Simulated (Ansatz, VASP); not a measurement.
# Ca3Sn2N: VASP beside Ansatz

```
Ca Sn N
1.0
     6.84713    0.00000    0.00000
    -3.42356    5.92979    0.00000
     0.00000    0.00000    4.89123
Ca Sn N
3 2 1
Direct
  0.50000 0.00000 0.50000
  0.50000 0.50000 0.50000
  0.00000 0.50000 0.50000
  0.33333 0.66667 0.00000
  0.66667 0.33333 0.00000
  0.00000 0.00000 0.00000
```

Change from the starting cell: species swapped into the DyB2Ru3 type (P6/mmm, No. 191).

Alike in both runs: functional PBE; k mesh 3 × 3 × 6; occupations gaussian, width 0.1 eV; no spin polarisation.

Ansatz relaxed the structure, and its values are those at the end. VASP's run is a single point on that final structure, the one shown.

|  | VASP | Ansatz |
| --- | --- | --- |
| version | VASP 6.6.1 | Ansatz 0.2.0 |
| potentials or method | VASP PAW PBE potentials, release 64 (Ca_sv, Sn_d, N), cutoff 520 eV | scalar-relativistic, plane waves, PAW |
| valence electrons in the cell | 63 | 63 |

```tsv
	VASP	Ansatz	Ansatz less VASP
gap on the k mesh at the Fermi level (eV)	none	none	-
pressure (GPa)	0.2	0.2	-0.03
```

A gap of «none» marks a metal or a gap that the smearing closes.
